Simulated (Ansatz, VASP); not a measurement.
## Two plane-wave programs on NaH

```xyz
2
Lattice="0.0000 2.4625 2.4625 2.4625 0.0000 2.4625 2.4625 2.4625 0.0000" Properties=species:S:1:pos:R:3 pbc="T T T"
Na    0.0000    0.0000    0.0000
H     2.4625    2.4625    2.4625
```

Alike in both runs: task single point; functional PBE; k mesh 8 × 8 × 8; occupations gaussian, width 0.02 eV; no spin polarisation.

|  | VASP | Ansatz |
| --- | --- | --- |
| version | VASP 6.6.1 | Ansatz 0.2.0 |
| potentials or method | VASP PAW PBE potentials, release 64 (Na_pv, H), cutoff 500 eV | scalar-relativistic, plane waves, PAW |
| valence electrons in the cell | 8 | 10 |

```csv
,VASP,Ansatz,Ansatz less VASP
gap on the k mesh at the Fermi level (eV),3.67,3.67,+0.002
least direct gap on the mesh (eV),4.49,4.50,+0.004
pressure (GPa),-1.3,-1.2,+0.07
```

VASP's potentials hold 8 valence electrons a cell and Ansatz's 10, so a difference there can come from the potentials and not from the codes.
